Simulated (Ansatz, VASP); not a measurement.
CaSb: VASP beside Ansatz

```xyz
4
Lattice="5.1505 0.0000 0.0000 -2.5752 4.4604 0.0000 0.0000 0.0000 7.6097" Properties=species:S:1:pos:R:3 pbc="T T T"
Ca    0.0000    0.0000    2.0739
Ca    0.0000    0.0000    5.5359
Sb    0.0000    2.9736    3.8049
Sb    2.5752    1.4868    3.8049
```

Alike in both runs: functional PBE; k mesh 6 × 6 × 4; occupations gaussian, width 0.1 eV; no spin polarisation.

Ansatz relaxed the structure, and its values are those at the end. VASP's run is a single point on that final structure, the one shown.

```csv
,VASP,Ansatz
version,VASP 6.6.1,Ansatz 0.2.0
potentials or method,"VASP PAW PBE potentials, release 64 (Ca_sv, Sb), cutoff 520 eV","scalar-relativistic, plane waves, PAW"
valence electrons in the cell,30,50
```

Ansatz gave:

| Property | Result |
| --- | --- |
| gap on the k mesh at the Fermi level (eV) | none |
| pressure (GPa) | 0.1 |
| rms of the force components (eV/Å) | 0.016 |

Task: Estimate VASP's values.

Result: gap on the k mesh at the Fermi level (eV): none; pressure (GPa): 0.1; rms of the force components (eV/Å): 0.022.

A gap of «none» marks a metal or a gap that the smearing closes. With one functional, cell and mesh, what is left measures potentials, basis and numerics. VASP's potentials hold 30 valence electrons a cell and Ansatz's 50, so a difference there can come from the potentials and not from the codes.

Spin-orbit coupling is off throughout.
